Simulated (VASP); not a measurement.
# SrO (lda) (Fm-3m) in VASP: notebook

Runs on SrO (lda). Level: LDA. Tasks: single point, relaxation of cell and atoms.

Program: VASP 6.6.1. These are calculated values, not measurements. Logs are shortened: lines on timing, memory, paths and dates and some standing lists are left out, and cuts for length are marked.

## (1) The cell of the first run

The structure is cubic, space group Fm-3m (No. 225). The conventional cell has a = 5.064 Å, b = 5.064 Å, c = 5.064 Å, α = 90.00°, β = 90.00°, γ = 90.00°. Within 3.3 Å of Sr (site symmetry m-3m) lie 6 O at 2.53 Å. O (site symmetry m-3m) has 6 Sr at 2.53 Å within 3.3 Å.

## (2) Single point, LDA

Contents of INCAR:

```
SYSTEM = SrO
PREC = Accurate
ENCUT = 600
EDIFF = 1E-6
ISMEAR = 0
SIGMA = 0.01
LREAL = .FALSE.
LASPH = .TRUE.
NELM = 120
ALGO = Normal
ISIF = 2
LWAVE = .FALSE.
LCHARG = .FALSE.
GGA = CA
NBANDS = 15
GGA_COMPAT = .FALSE.
```

Contents of KPOINTS:

```
regular mesh
0
G
  6 6 6
  0 0 0
```

Contents of POSCAR:

```
SrO
1.0
    0.0000000000      2.5321832616      2.5321832616
    2.5321832616      0.0000000000      2.5321832616
    2.5321832616      2.5321832616      0.0000000000
Sr O
1 1
Direct
    0.0000000000      0.0000000000      0.0000000000
    0.5000000000      0.5000000000      0.5000000000
```

Potentials or basis: VASP PAW LDA potentials, release 64 (Sr_sv, O).

The run is started by

```
$ cat potpaw_LDA.64/Sr_sv/POTCAR potpaw_LDA.64/O/POTCAR > POTCAR
$ mpirun -np 1 vasp_std > vasp.out
```

OUTCAR:

```text
SYSTEM = SrO
   PREC = Accurate
   ENCUT = 600
   EDIFF = 1E-6
   ISMEAR = 0
   LREAL = .FALSE.
   LASPH = .TRUE.
   NELM = 120
   ISIF = 2
   GGA = CA

 ion  position               nearest neighbor table
   1  0.000  0.000  0.000-   2 2.53   2 2.53   2 2.53   2 2.53   2 2.53   2 2.53
   2  0.500  0.500  0.500-   1 2.53   1 2.53   1 2.53   1 2.53   1 2.53   1 2.53

  LATTYP: Found a face centered cubic cell.
 ALAT       =     5.0643665232

  Lattice vectors:

 A1 = (   0.0000000000,   2.5321832616,   2.5321832616)
 A2 = (   2.5321832616,   0.0000000000,   2.5321832616)
 A3 = (   2.5321832616,   2.5321832616,   0.0000000000)

Analysis of symmetry for initial positions (statically):
=====================================================================
 Subroutine PRICEL returns:
 Original cell was already a primitive cell.

 Routine SETGRP: Setting up the symmetry group for a
 face centered cubic supercell.

 Subroutine GETGRP returns: Found 48 space group operations
 (whereof 48 operations were pure point group operations)
 out of a pool of 48 trial point group operations.

The static configuration has the point symmetry O_h .

Analysis of symmetry for dynamics (positions and initial velocities):
=====================================================================
 Subroutine PRICEL returns:
 Original cell was already a primitive cell.

 Routine SETGRP: Setting up the symmetry group for a
 face centered cubic supercell.

 Subroutine GETGRP returns: Found 48 space group operations
 (whereof 48 operations were pure point group operations)
 out of a pool of 48 trial point group operations.

The dynamic configuration has the point symmetry O_h .

 Subroutine INISYM returns: Found 48 space group operations
 (whereof 48 operations are pure point group operations),
 and found     1 'primitive' translations

----------------------------------------------------------------------------------------

                                     Primitive cell

  volume of cell :      32.4725

  direct lattice vectors                    reciprocal lattice vectors
     0.000000000  2.532183262  2.532183262    -0.197458062  0.197458062  0.197458062
     2.532183262  0.000000000  2.532183262     0.197458062 -0.197458062  0.197458062
     2.532183262  2.532183262  0.000000000     0.197458062  0.197458062 -0.197458062

  length of vectors
     3.581047911  3.581047911  3.581047911     0.342007396  0.342007396  0.342007396

  position of ions in fractional coordinates (direct lattice)
     0.000000000  0.000000000  0.000000000
     0.500000000  0.500000000  0.500000000

  ion indices of the primitive-cell ions
   primitive index   ion index
                 1           1
                 2           2

----------------------------------------------------------------------------------------

 KPOINTS: regular mesh

Automatic generation of k-mesh.
 Grid dimensions read from file:
 generate k-points for:    6    6    6

 Generating k-lattice:

  Cartesian coordinates                     Fractional coordinates (reciprocal lattice)
    -0.032909677  0.032909677  0.032909677     0.166666667  0.000000000  0.000000000
     0.032909677 -0.032909677  0.032909677     0.000000000  0.166666667  0.000000000
     0.032909677  0.032909677 -0.032909677     0.000000000  0.000000000  0.166666667

  Length of vectors
     0.057001233  0.057001233  0.057001233

  Shift w.r.t. Gamma in fractional coordinates (k-lattice)
     0.000000000  0.000000000  0.000000000

 Subroutine IBZKPT returns following result:
 ===========================================

 Found     16 irreducible k-points:

 Following reciprocal coordinates:
            Coordinates               Weight
  0.000000  0.000000  0.000000      1.000000
  0.166667  0.000000  0.000000      8.000000
  0.333333  0.000000  0.000000      8.000000
  0.500000  0.000000  0.000000      4.000000
  0.166667  0.166667  0.000000      6.000000
  0.333333  0.166667  0.000000     24.000000
[... 8 lines left out ...]
 -0.333333  0.333333  0.166667     24.000000
 -0.333333  0.500000  0.166667     12.000000
   k-points           NKPTS =     16   k-points in BZ     NKDIM =     16   number of bands    NBANDS=     15
   number of dos      NEDOS =    301   number of ions     NIONS =      2
   total plane-waves  NPLWV =  27000
   dimension x,y,z NGX =    30 NGY =   30 NGZ =   30
   dimension x,y,z NGXF=    60 NGYF=   60 NGZF=   60
   ions per type =               1   1
   NGX,Y,Z   is equivalent  to a cutoff of  13.93, 13.93, 13.93 a.u.
   NGXF,Y,Z  is equivalent  to a cutoff of  27.85, 27.85, 27.85 a.u.
 SYSTEM =  SrO
   PREC   = accura    normal or accurate (medium, high low for compatibility)
   ISTART =      0    job   : 0-new  1-cont  2-samecut
   ICHARG =      2    charge: 1-file 2-atom 10-const
   ISPIN  =      1    spin polarized calculation?
   LNONCOLLINEAR =      F non collinear calculations
   LSORBIT =      F    spin-orbit coupling
   LASPH  =      T    aspherical Exc in radial PAW
   ENCUT  =  600.0 eV  44.10 Ry    6.64 a.u.   7.15  7.15  7.15*2*pi/ulx,y,z
   NELM   =    120;   NELMIN=  2; NELMDL= -5     # of ELM steps
   EDIFF  = 0.1E-05   stopping-criterion for ELM
   LREAL  =      F    real-space projection
   EDIFFG = 0.1E-04   stopping-criterion for IOM
   NSW    =      0    number of steps for IOM
   IBRION =     -1    ionic relax: 0-MD 1-quasi-New 2-CG
   NFREE  =      0    steps in history (QN), initial steepest desc. (CG)
   ISIF   =      2    stress and relaxation
   ISYM   =      2    0-nonsym 1-usesym 2-fastsym
   POTIM  = 0.5000    time-step for ionic-motion
   TEBEG  =    0.0;   TEEND  =   0.0 temperature during run
   PSTRESS=    0.0 pullay stress
   NELECT =      16.0000    total number of electrons
   NUPDOWN=      -1.0000    fix difference up-down
   EMIN   =  10.00;   EMAX   =-10.00  energy-range for DOS
   EFERMI =   0.00;   METHOD = LEGACY
   ISMEAR =     0;   SIGMA  =   0.01  broadening in eV -4-tet -1-fermi 0-gaus
   EFERMI_NEDOS =   21; number of points for ismear=-14 and -15
   IALGO  =     38    algorithm
   IMIX   =      4    mixing-type and parameters
     AMIX     =   0.40;   BMIX     =  1.00
     AMIX_MAG =   1.60;   BMIX_MAG =  1.00
  volume/ion in A,a.u.               =      16.24       109.57
  Fermi-wavevector in a.u.,A,eV,Ry     =   1.293033  2.443479 22.748057  1.671935
  Thomas-Fermi vector in A             =   2.424704
   LORBIT       =      0    0 simple, 1 ext, 2 COOP (PROOUT), +10 PAW based schemes
   GGA     = CA    functional components
   LHFCALC =     F    Hartree Fock is set to
   AEXX    =    0.0000 exact exchange contribution
   IVDW    =     0    specifies the selected vdW correction
   LEPSILON=     F    determine dielectric tensor
   LRPA    =     F    only Hartree local field effects (RPA)
 non-spin polarized calculation
 Gauss-broadening in eV      SIGMA  =   0.01
  energy-cutoff  :      600.00
  volume of cell :       32.47
 maximum number of plane-waves:      1106
 NGX is ok and might be reduce to    30
   NGX = 15   NGY = 15   NGZ = 15

 number of electron      15.9999999 magnetization

 Free energy of the ion-electron system (eV)
  ---------------------------------------------------
  ext. energy  EPLUGINS =         0.00000000
  ---------------------------------------------------
  free energy    TOTEN  =       -13.38862387 eV

  energy without entropy =      -13.38862387  energy(sigma->0) =      -13.38862387

 E-fermi :   1.6465     XC(G=0): -10.7432

 val. band max:        1.5705965131   @ k =   0.0000   0.0000   0.0000
 cond. band min:       4.6313189120   @ k =   0.5000   0.5000   0.0000
 fundamental gap:      3.0607223989
 Fermi energy:         1.6465005156

 k-point     1 :       0.0000    0.0000    0.0000
  band No.  band energies     occupation
      1     -30.3653      2.00000
      2     -13.2477      2.00000
      3     -12.0379      2.00000
      4     -12.0379      2.00000
      5     -12.0379      2.00000
      6       1.5706      2.00000
      7       1.5706      2.00000
      8       1.5706      2.00000
      9       5.7030      0.00000
     10       7.7689      0.00000
     11       7.7689      0.00000
     12       7.7689      0.00000
     13      10.1003      0.00000
     14      10.1003      0.00000
     15      14.2195      0.00000

 k-point     2 :       0.1667    0.0000    0.0000
  band No.  band energies     occupation
      1     -30.3217      2.00000
      2     -13.8788      2.00000
      3     -12.0620      2.00000
      4     -12.0620      2.00000
      5     -11.5075      2.00000
      6       0.7962      2.00000
      7       1.2050      2.00000
      8       1.2050      2.00000
      9       6.8979      0.00000
     10       7.5553      0.00000
     11       8.3410      0.00000
     12       8.3410      0.00000
     13      10.8630      0.00000
     14      10.8630      0.00000
     15      16.0052      0.00000

 k-point     3 :       0.3333    0.0000    0.0000
  band No.  band energies     occupation
      1     -30.2329      2.00000
      2     -14.6589      2.00000
      3     -12.1090      2.00000
      4     -12.1090      2.00000
      5     -10.9296      2.00000
      6      -0.3097      2.00000
      7       0.5862      2.00000
      8       0.5862      2.00000
      9       7.7914      0.00000
     10       9.0710      0.00000
     11       9.7401      0.00000
     12       9.7401      0.00000
     13      12.5587      0.00000
     14      12.5587      0.00000
     15      17.8822      0.00000
[... 199 lines left out ...]
 k-point    15 :      -0.3333    0.3333    0.1667
  band No.  band energies     occupation
      1     -30.1477      2.00000
      2     -14.3724      2.00000
      3     -12.6856      2.00000
      4     -12.5099      2.00000
      5     -11.2820      2.00000
      6       0.1445      2.00000
      7       0.8895      2.00000
      8       0.9674      2.00000
      9       7.7999      0.00000
     10       7.9247      0.00000
     11      10.9080      0.00000
     12      11.9775      0.00000
     13      13.4600      0.00000
     14      14.8878      0.00000
     15      15.6986      0.00000

 k-point    16 :      -0.3333    0.5000    0.1667
  band No.  band energies     occupation
      1     -30.1349      2.00000
      2     -13.8927      2.00000
      3     -13.0299      2.00000
      4     -12.6715      2.00000
      5     -11.6027      2.00000
      6       0.6213      2.00000
      7       1.1795      2.00000
      8       1.2645      2.00000
      9       6.1185      0.00000
     10       9.2494      0.00000
     11      10.3675      0.00000
     12      12.9687      0.00000
     13      13.1049      0.00000
     14      14.8816      0.00000
     15      15.4858      0.00000

------------------------ aborting loop because EDIFF is reached ----------------------------------------

  FORCE on cell =-STRESS in cart. coord.  units (eV):
  Direction    XX          YY          ZZ          XY          YZ          ZX
  --------------------------------------------------------------------------------------
  -------------------------------------------------------------------------------------
  Total        0.1472841      0.1472841      0.1472841      0.0000000      0.0000000      0.0000000
  in kB        7.2669324      7.2669324      7.2669324      0.0000000      0.0000000      0.0000000
  external PRESSURE =       7.2669324 kB  Pullay stress =       0.0000000 kB

 VOLUME and BASIS-vectors are now :
 -----------------------------------------------------------------------------
  energy-cutoff  :      600.00
  volume of cell :       32.47
      direct lattice vectors                 reciprocal lattice vectors
     0.000000000  2.532183262  2.532183262    -0.197458062  0.197458062  0.197458062
     2.532183262  0.000000000  2.532183262     0.197458062 -0.197458062  0.197458062
     2.532183262  2.532183262  0.000000000     0.197458062  0.197458062 -0.197458062

 POSITION                                       TOTAL-FORCE (eV/Angst)
 -----------------------------------------------------------------------------------
      0.00000      0.00000      0.00000         0.000000      0.000000     -0.000000
      2.53218      2.53218      2.53218        -0.000000      0.000000      0.000000
 -----------------------------------------------------------------------------------
    total drift:                                0.000000      0.000000      0.000000

  FREE ENERGIE OF THE ION-ELECTRON SYSTEM (eV)
  ---------------------------------------------------
  free  energy   TOTEN  =       -13.3886238654 eV

  energy  without entropy=      -13.3886238654  energy(sigma->0) =      -13.38862387
```

Wall time 12 s (1 thread of AMD EPYC 7R43 (Zen 3), shared host); peak memory 0.12 GiB.

Results:

```
Free energy            : -13.3886 eV
Pressure               : 0.7 GPa
Band gap on the k mesh : 3.06 eV, indirect (least direct gap 3.11 eV)
```

A k mesh can miss the band edges.

## (3) Single point, LDA

Contents of INCAR:

```
PREC = Accurate
ENCUT = 600
EDIFF = 1E-6
ISMEAR = 0
SIGMA = 0.01
LREAL = False
LASPH = True
NELM = 120
ALGO = Normal
ISIF = 2
LWAVE = False
LCHARG = False
GGA = CA
NBANDS = 15
GGA_COMPAT = False
```

Contents of KPOINTS:

```
Automatic mesh
0
Gamma
  6 6 6
```

POSCAR is that of step 2.

Potentials or basis: VASP PAW LDA potentials, release 64 (Sr_sv, O).

The run is started by

```
$ cat potpaw_LDA.64/Sr_sv/POTCAR potpaw_LDA.64/O/POTCAR > POTCAR
$ mpirun -np 1 vasp_std > vasp.out
```

It took 15 s on 1 thread of AMD EPYC 7R43 (Zen 3), shared host; peak memory 0.12 GiB.

It converged, with:

```
Free energy            : -13.3886 eV
Pressure               : 0.7 GPa
Band gap on the k mesh : 3.06 eV, indirect (least direct gap 3.11 eV)
```

Levels at points of the mesh, in eV from the valence-band top:
```csv
k point,band 4,band 5,band 6,band 7,band 8,band 9,band 10,band 11,band 12,band 13
"(0.00, 0.00, 0.00)",-13.61,-13.61,0.00,0.00,0.00,4.13,6.20,6.20,6.20,8.53
"(0.50, 0.00, 0.00)",-13.70,-12.29,-2.33,-1.25,-1.25,6.64,8.63,9.07,9.07,12.40
"(0.50, 0.50, 0.00)",-14.05,-14.05,-0.34,-0.05,-0.05,3.06,8.11,10.49,10.58,11.52
```

A k mesh can miss the band edges.

## (4) Relaxation of cell and atoms, LDA

This run uses another cell than the first one, of 17.17 Å³/atom, 1.058 times its volume.

Contents of INCAR:

```
PREC = Accurate
ENCUT = 600
EDIFF = 1E-7
ISMEAR = 0
SIGMA = 0.02
LREAL = F
LASPH = T
NELM = 120
ALGO = Normal
ISIF = 3
LWAVE = F
LCHARG = F
GGA = CA
IBRION = 2
NSW = 100
EDIFFG = -0.002
GGA_COMPAT = F
NELMIN = 4
```

Contents of KPOINTS:

```
regular mesh
0
Gamma
  6 6 6
```

Contents of POSCAR:

```
SrO
1.0
    0.0000000000      2.5800000000      2.5800000000
    2.5800000000      0.0000000000      2.5800000000
    2.5800000000      2.5800000000      0.0000000000
Sr O
1 1
Direct
    0.0000000000      0.0000000000      0.0000000000
    0.5000000000      0.5000000000      0.5000000000
```

The run is started by

```
$ cat potpaw_LDA.64/Sr_sv/POTCAR potpaw_LDA.64/O/POTCAR > POTCAR
$ mpirun -np 1 vasp_std > vasp.out
```

Run time: 32 s. Hardware: 1 thread of AMD EPYC 7R43 (Zen 3), shared host; peak memory 0.13 GiB.

Results (log left out):

* Free energy: -13.3917 eV
* Relaxed volume: 16.34 Å³/atom
* Relaxed cell: a = 3.589 Å, b = 3.589 Å, c = 3.589 Å, α = 60.00°, β = 60.00°, γ = 60.00°
* Space group after relaxing (to 0.05 Å): Fm-3m (No. 225)
* Energy gained by relaxing: 12.5 meV/atom
* Ionic steps: 3
* Pressure after relaxing: 0.0 GPa
* Band gap on the k mesh: 3.07 eV, indirect (least direct gap 3.12 eV)

The path:
| step | energy change (eV) | largest force (eV/Å) | pressure (GPa) | volume (Å³) |
| --- | --- | --- | --- | --- |
| 1 | 0.0000 | 0.0000 | -4.60 | 34.35 |
| 2 | -0.0194 | 0.0000 | 2.50 | 31.95 |
| 3 | -0.0250 | 0.0000 | 0.00 | 32.69 |

Final structure:
```cif
data_structure
_symmetry_space_group_name_H-M 'P 1'
_symmetry_Int_Tables_number 1
_cell_length_a 3.5889
_cell_length_b 3.5889
_cell_length_c 3.5889
_cell_angle_alpha 60.000
_cell_angle_beta 60.000
_cell_angle_gamma 60.000
_cell_volume 32.69
loop_
_atom_site_label
_atom_site_type_symbol
_atom_site_fract_x
_atom_site_fract_y
_atom_site_fract_z
_atom_site_occupancy
Sr1 Sr 0.00000 0.00000 0.00000 1
O1 O 0.50000 0.50000 0.50000 1
```

Levels at points of the mesh, in eV from the valence-band top:
| k point | band 5 | band 6 | band 7 | band 8 | band 9 | band 10 | band 11 | band 12 |
| --- | --- | --- | --- | --- | --- | --- | --- | --- |
| (0.00, 0.00, 0.00) | -13.64 | 0.00 | 0.00 | 0.00 | 4.08 | 6.19 | 6.19 | 6.19 |
| (0.50, 0.00, 0.00) | -12.32 | -2.32 | -1.24 | -1.24 | 6.61 | 8.58 | 9.03 | 9.03 |
| (0.50, 0.50, 0.00) | -14.07 | -0.35 | -0.05 | -0.05 | 3.07 | 8.06 | 10.45 | 10.52 |
